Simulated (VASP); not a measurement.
# Zn3Se2S (P3m1) in VASP: settings compared

Aim: see how the results for Zn3Se2S move with the level of theory and the settings. Levels: r2SCAN, PBE. Tasks: single point, relaxation of cell and atoms.

All numbers are computed with VASP 6.6.1; they aren't measurements. Logs are shortened: lines on timing, memory, paths and dates and some standing lists are left out, and cuts for length are marked.

### 1 The cell of the first run

It takes space group P3m1 (No. 156, trigonal). The conventional cell has a = 3.941 Å, b = 3.941 Å, c = 9.659 Å, α = 90.00°, β = 90.00°, γ = 120.00°. Within 3.1 Å of Zn (site symmetry 3m) lie 1 S at 2.33 Å and 3 Se at 2.43 Å. Within 3.2 Å of Zn (site symmetry 3m) lie 4 Se at 2.43 to 2.45 Å. Zn (site symmetry 3m) has 3 S at 2.38 Å and 1 Se at 2.46 Å within 3.1 Å. Se (site symmetry 3m) has 4 Zn at 2.43 to 2.45 Å within 3.2 Å. Se (site symmetry 3m) has 4 Zn at 2.43 to 2.46 Å within 3.2 Å. S (site symmetry 3m) has 4 Zn at 2.33 to 2.38 Å within 3.1 Å.

### 2 Single point, r2SCAN

File POSCAR:

```
Zn3Se2S
1.0
    3.9407696796      0.0000000285      0.0000000000
   -1.9703848645      3.4128066387      0.0000000000
    0.0000000000      0.0000000000      9.6593423353
Zn Se S
3 2 1
Direct
    0.0000000000      0.0000000000      0.9905596708
    0.6666666667      0.3333333333      0.3330737928
    0.3333333333      0.6666666667      0.6759114568
    0.6666666667      0.3333333333      0.0797658640
    0.3333333333      0.6666666667      0.4216641654
    0.0000000000      0.0000000000      0.7490240503
```

File INCAR.step1:

```
SYSTEM = Zn3Se2S
  PREC = Accurate
  ENCUT = 520
  ISMEAR = 0
  SIGMA = 0.02
  LREAL = .False.
  LASPH = .True.
  NELM = 60
  NBANDS = 36
  GGA = PE
  ALGO = Normal
  EDIFF = 1E-4
  LWAVE = .True.
  LCHARG = .False.
```

File INCAR.step2:

```
SYSTEM = Zn3Se2S
  PREC = Accurate
  ENCUT = 520
  EDIFF = 1E-6
  ISMEAR = 0
  SIGMA = 0.02
  LREAL = .False.
  LASPH = .True.
  NELM = 60
  ALGO = Normal
  ISIF = 2
  LWAVE = .False.
  LCHARG = .True.
  METAGGA = R2SCAN
  LMIXTAU = .True.
  LELF = .True.
  LVHAR = .True.
  NBANDS = 36
  ISTART = 1
```

File KPOINTS:

```
Automatic mesh
0
Gamma
  12 12 4
  0 0 0
```

Potentials or basis: VASP PAW PBE potentials, release 64 (Zn, Se, S).

Run with:

```
$ cat potpaw_PBE.64/Zn/POTCAR potpaw_PBE.64/Se/POTCAR potpaw_PBE.64/S/POTCAR > POTCAR
$ cp INCAR.step1 INCAR
$ mpirun -np 1 vasp_std > vasp.out
$ cp INCAR.step2 INCAR
$ mpirun -np 1 vasp_std > vasp.out
```

OUTCAR:

```text
SYSTEM = Zn3Se2S
   PREC = Accurate
   ENCUT = 520
   EDIFF = 1E-6
   ISMEAR = 0
   LREAL = .False.
   LASPH = .True.
   NELM = 60
   ISIF = 2
   METAGGA = R2SCAN
   ISTART = 1

 ion  position               nearest neighbor table
   1  0.000  0.000  0.991-   6 2.33   4 2.43   4 2.43   4 2.43
   2  0.667  0.333  0.333-   5 2.43   5 2.43   5 2.43   4 2.45
   3  0.333  0.667  0.676-   6 2.38   6 2.38   6 2.38   5 2.46
   4  0.667  0.333  0.080-   1 2.43   1 2.43   1 2.43   2 2.45
   5  0.333  0.667  0.422-   2 2.43   2 2.43   2 2.43   3 2.46
   6  0.000  0.000  0.749-   1 2.33   3 2.38   3 2.38   3 2.38

  LATTYP: Found a hexagonal cell.
 ALAT       =     3.9407696796
 C/A-ratio  =     2.4511309010

  Lattice vectors:

 A1 = (   3.9407696796,   0.0000000285,   0.0000000000)
 A2 = (  -1.9703848645,   3.4128066387,   0.0000000000)
 A3 = (   0.0000000000,   0.0000000000,   9.6593423353)

Analysis of symmetry for initial positions (statically):
=====================================================================
 Subroutine PRICEL returns:
 Original cell was already a primitive cell.

 Routine SETGRP: Setting up the symmetry group for a
 hexagonal supercell.

 Subroutine GETGRP returns: Found  6 space group operations
 (whereof  6 operations were pure point group operations)
 out of a pool of 24 trial point group operations.

The static configuration has the point symmetry C_3v.

Analysis of symmetry for dynamics (positions and initial velocities):
=====================================================================
 Subroutine PRICEL returns:
 Original cell was already a primitive cell.

 Routine SETGRP: Setting up the symmetry group for a
 hexagonal supercell.

 Subroutine GETGRP returns: Found  6 space group operations
 (whereof  6 operations were pure point group operations)
 out of a pool of 24 trial point group operations.

The dynamic configuration has the point symmetry C_3v.

 Subroutine INISYM returns: Found  6 space group operations
 (whereof  6 operations are pure point group operations),
 and found     1 'primitive' translations

----------------------------------------------------------------------------------------

                                     Primitive cell

  volume of cell :     129.9093

  direct lattice vectors                    reciprocal lattice vectors
     3.940769680  0.000000029  0.000000000     0.253757534  0.146506983  0.000000000
    -1.970384864  3.412806639  0.000000000    -0.000000002  0.293013962  0.000000000
     0.000000000  0.000000000  9.659342335     0.000000000  0.000000000  0.103526717

  length of vectors
     3.940769680  3.940769680  9.659342335     0.293013962  0.293013962  0.103526717

  position of ions in fractional coordinates (direct lattice)
     0.000000000  0.000000000  0.990559671
     0.666666667  0.333333333  0.333073793
     0.333333333  0.666666667  0.675911457
     0.666666667  0.333333333  0.079765864
     0.333333333  0.666666667  0.421664165
     0.000000000  0.000000000  0.749024050

  ion indices of the primitive-cell ions
   primitive index   ion index
                 1           1
                 2           2
                 3           3
                 4           4
                 5           5
                 6           6

----------------------------------------------------------------------------------------

 KPOINTS: Automatic mesh

Automatic generation of k-mesh.
 Grid dimensions read from file:
 generate k-points for:   12   12    4

 Generating k-lattice:

  Cartesian coordinates                     Fractional coordinates (reciprocal lattice)
     0.021146461  0.012208915  0.000000000     0.083333333  0.000000000  0.000000000
    -0.000000000  0.024417830  0.000000000     0.000000000  0.083333333  0.000000000
     0.000000000  0.000000000  0.025881679     0.000000000  0.000000000  0.250000000

  Length of vectors
     0.024417830  0.024417830  0.025881679

  Shift w.r.t. Gamma in fractional coordinates (k-lattice)
     0.000000000  0.000000000  0.000000000

 Subroutine IBZKPT returns following result:
 ===========================================

 Found     69 irreducible k-points:

 Following reciprocal coordinates:
            Coordinates               Weight
  0.000000  0.000000  0.000000      1.000000
  0.083333  0.000000  0.000000      6.000000
  0.166667  0.000000  0.000000      6.000000
  0.250000  0.000000  0.000000      6.000000
  0.333333  0.000000  0.000000      6.000000
  0.416667  0.000000  0.000000      6.000000
[... 16 lines left out ...]
  0.166667  0.000000  0.250000      6.000000
  0.000000  0.166667  0.250000      6.000000
 [... further k-points ...]
   k-points           NKPTS =     69   k-points in BZ     NKDIM =     69   number of bands    NBANDS=     36
   number of dos      NEDOS =    301   number of ions     NIONS =      6
   total plane-waves  NPLWV =  64800
   dimension x,y,z NGX =    30 NGY =   30 NGZ =   72
   dimension x,y,z NGXF=    60 NGYF=   60 NGZF=  144
   ions per type =               3   2   1
   NGX,Y,Z   is equivalent  to a cutoff of  12.66, 12.66, 12.39 a.u.
   NGXF,Y,Z  is equivalent  to a cutoff of  25.31, 25.31, 24.78 a.u.
 SYSTEM =  Zn3Se2S
   PREC   = accura    normal or accurate (medium, high low for compatibility)
   ISTART =      1    job   : 0-new  1-cont  2-samecut
   ICHARG =      0    charge: 1-file 2-atom 10-const
   ISPIN  =      1    spin polarized calculation?
   LNONCOLLINEAR =      F non collinear calculations
   LSORBIT =      F    spin-orbit coupling
   LASPH  =      T    aspherical Exc in radial PAW
   ENCUT  =  520.0 eV  38.22 Ry    6.18 a.u.   7.33  7.33 17.96*2*pi/ulx,y,z
   NELM   =     60;   NELMIN=  2; NELMDL=  0     # of ELM steps
   EDIFF  = 0.1E-05   stopping-criterion for ELM
   LREAL  =      F    real-space projection
   EDIFFG = 0.1E-04   stopping-criterion for IOM
   NSW    =      0    number of steps for IOM
   IBRION =     -1    ionic relax: 0-MD 1-quasi-New 2-CG
   NFREE  =      0    steps in history (QN), initial steepest desc. (CG)
   ISIF   =      2    stress and relaxation
   ISYM   =      2    0-nonsym 1-usesym 2-fastsym
   POTIM  = 0.5000    time-step for ionic-motion
   TEBEG  =    0.0;   TEEND  =   0.0 temperature during run
   PSTRESS=    0.0 pullay stress
   NELECT =      54.0000    total number of electrons
   NUPDOWN=      -1.0000    fix difference up-down
   EMIN   =  10.00;   EMAX   =-10.00  energy-range for DOS
   EFERMI =   0.00;   METHOD = LEGACY
   ISMEAR =     0;   SIGMA  =   0.02  broadening in eV -4-tet -1-fermi 0-gaus
   EFERMI_NEDOS =   21; number of points for ismear=-14 and -15
   IALGO  =     38    algorithm
   IMIX   =      4    mixing-type and parameters
     AMIX     =   0.40;   BMIX     =  1.00
     AMIX_MAG =   1.60;   BMIX_MAG =  1.00
  volume/ion in A,a.u.               =      21.65       146.11
  Fermi-wavevector in a.u.,A,eV,Ry     =   1.221779  2.308828 20.310014  1.492744
  Thomas-Fermi vector in A             =   2.356949
   LORBIT       =      0    0 simple, 1 ext, 2 COOP (PROOUT), +10 PAW based schemes
   METAGGA = R2SCAN    functional components
   LHFCALC =     F    Hartree Fock is set to
   AEXX    =    0.0000 exact exchange contribution
   IVDW    =     0    specifies the selected vdW correction
   LEPSILON=     F    determine dielectric tensor
   LRPA    =     F    only Hartree local field effects (RPA)
 non-spin polarized calculation
 Gauss-broadening in eV      SIGMA  =   0.02
  energy-cutoff  :      520.00
  volume of cell :      129.91
 maximum number of plane-waves:      3545
 NGX is ok and might be reduce to    30
   NGX = 15   NGY = 15   NGZ = 35

 number of electron      53.9999955 magnetization

 Free energy of the ion-electron system (eV)
  ---------------------------------------------------
  ext. energy  EPLUGINS =         0.00000000
  ---------------------------------------------------
  free energy    TOTEN  =       -68.61764964 eV

  energy without entropy =      -68.61764964  energy(sigma->0) =      -68.61764964

 E-fermi :   1.7684     XC(G=0): -10.0537

 val. band max:        1.6219089761   @ k =   0.0000   0.0000   0.0000
 cond. band min:       3.5725273751   @ k =   0.0000   0.0000   0.0000
 fundamental gap:      1.9506183990
 Fermi energy:         1.7683858264

 k-point     1 :       0.0000    0.0000    0.0000
  band No.  band energies     occupation
      1     -12.2310      2.00000
      2     -11.6187      2.00000
      3     -11.5980      2.00000
      4      -5.2226      2.00000
      5      -5.2226      2.00000
      6      -5.1746      2.00000
[... 28 lines left out ...]
     35       8.5446      0.00000
     36       8.8023      0.00000

 k-point     2 :       0.0833    0.0000    0.0000
  band No.  band energies     occupation
      1     -12.1870      2.00000
      2     -11.5888      2.00000
      3     -11.5651      2.00000
      4      -5.2212      2.00000
      5      -5.2118      2.00000
      6      -5.1671      2.00000
[... 28 lines left out ...]
     35       8.5563      0.00000
     36       8.6792      0.00000

 k-point     3 :       0.1667    0.0000    0.0000
  band No.  band energies     occupation
      1     -12.0615      2.00000
      2     -11.5065      2.00000
      3     -11.4732      2.00000
      4      -5.2141      2.00000
      5      -5.1825      2.00000
      6      -5.1454      2.00000
[... 28 lines left out ...]
     35       8.5690      0.00000
     36       9.1064      0.00000

 k-point     4 :       0.2500    0.0000    0.0000
  band No.  band energies     occupation
      1     -11.8739      2.00000
      2     -11.3954      2.00000
      3     -11.3419      2.00000
      4      -5.1972      2.00000
      5      -5.1432      2.00000
      6      -5.1088      2.00000
[... 28 lines left out ...]
     35       8.9694      0.00000
     36       9.1071      0.00000

 k-point     5 :       0.3333    0.0000    0.0000
  band No.  band energies     occupation
      1     -11.6583      2.00000
      2     -11.2933      2.00000
      3     -11.2027      2.00000
      4      -5.1771      2.00000
      5      -5.1054      2.00000
      6      -5.0682      2.00000
[... 655 lines left out ...]
 k-point    22 :       0.0000    0.0833    0.2500
  band No.  band energies     occupation
      1     -12.1395      2.00000
      2     -11.7934      2.00000
      3     -11.4046      2.00000
      4      -5.2213      2.00000
      5      -5.2096      2.00000
      6      -5.1706      2.00000
[... 28 lines left out ...]
     35       8.4483      0.00000
     36       8.6375      0.00000

 k-point    23 :       0.1667    0.0000    0.2500
  band No.  band energies     occupation
      1     -12.0190      2.00000
      2     -11.6858      2.00000
      3     -11.3340      2.00000
      4      -5.2145      2.00000
      5      -5.1825      2.00000
      6      -5.1538      2.00000
[... 28 lines left out ...]
     35       8.5766      0.00000
     36       9.2023      0.00000

 k-point    24 :       0.0000    0.1667    0.2500
  band No.  band energies     occupation
      1     -12.0156      2.00000
      2     -11.6940      2.00000
      3     -11.3289      2.00000
      4      -5.2182      2.00000
      5      -5.1795      2.00000
      6      -5.1466      2.00000
[... 28 lines left out ...]
     35       8.7776      0.00000
     36       9.0149      0.00000

 [... further k-points ...]

------------------------ aborting loop because EDIFF is reached ----------------------------------------

  FORCE on cell =-STRESS in cart. coord.  units (eV):
  Direction    XX          YY          ZZ          XY          YZ          ZX
  --------------------------------------------------------------------------------------
  -------------------------------------------------------------------------------------
  Total        0.0434525      0.0434525      0.0686279     -0.0000000     -0.0000000     -0.0000000
  in kB        0.5359014      0.5359014      0.8463911     -0.0000000     -0.0000000     -0.0000000
  external PRESSURE =       0.6393979 kB  Pullay stress =       0.0000000 kB

 VOLUME and BASIS-vectors are now :
 -----------------------------------------------------------------------------
  energy-cutoff  :      520.00
  volume of cell :      129.91
      direct lattice vectors                 reciprocal lattice vectors
     3.940769680  0.000000029  0.000000000     0.253757534  0.146506983  0.000000000
    -1.970384864  3.412806639  0.000000000    -0.000000002  0.293013962  0.000000000
     0.000000000  0.000000000  9.659342335     0.000000000  0.000000000  0.103526717

 POSITION                                       TOTAL-FORCE (eV/Angst)
 -----------------------------------------------------------------------------------
      0.00000      0.00000      9.56815        -0.000000     -0.000000     -0.006333
      1.97038      1.13760      3.21727        -0.000000      0.000000     -0.002070
     -0.00000      2.27520      6.52886        -0.000000      0.000000      0.009372
      1.97038      1.13760      0.77049         0.000000     -0.000000     -0.000902
     -0.00000      2.27520      4.07300         0.000000     -0.000000      0.000213
      0.00000      0.00000      7.23508         0.000000     -0.000000     -0.000280
 -----------------------------------------------------------------------------------
    total drift:                               -0.000066      0.000039      0.007367

  FREE ENERGIE OF THE ION-ELECTRON SYSTEM (eV)
  ---------------------------------------------------
  free  energy   TOTEN  =       -68.6176496368 eV

  energy  without entropy=      -68.6176496368  energy(sigma->0) =      -68.61764964
```

It took 14 min on 1 thread of Intel Xeon Platinum 8488C (Sapphire Rapids), shared host; peak memory 0.45 GiB.

What came out:

```
Free energy            : -68.6176 eV
Pressure               : 0.1 GPa
Largest force          : 0.009 eV/Å
Band gap on the k mesh : 1.95 eV
```

Forces on the atoms (eV/Å):
```
Zn   0.000  0.000 -0.006
Zn   0.000  0.000 -0.002
Zn   0.000  0.000  0.009
Se   0.000  0.000 -0.001
Se   0.000  0.000  0.000
S    0.000  0.000  0.000
```

Caveat: the PAW data sets were made with another functional, which shifts forces and pressure a little. A k mesh can miss the band edges.

[end of part 1 of 2]
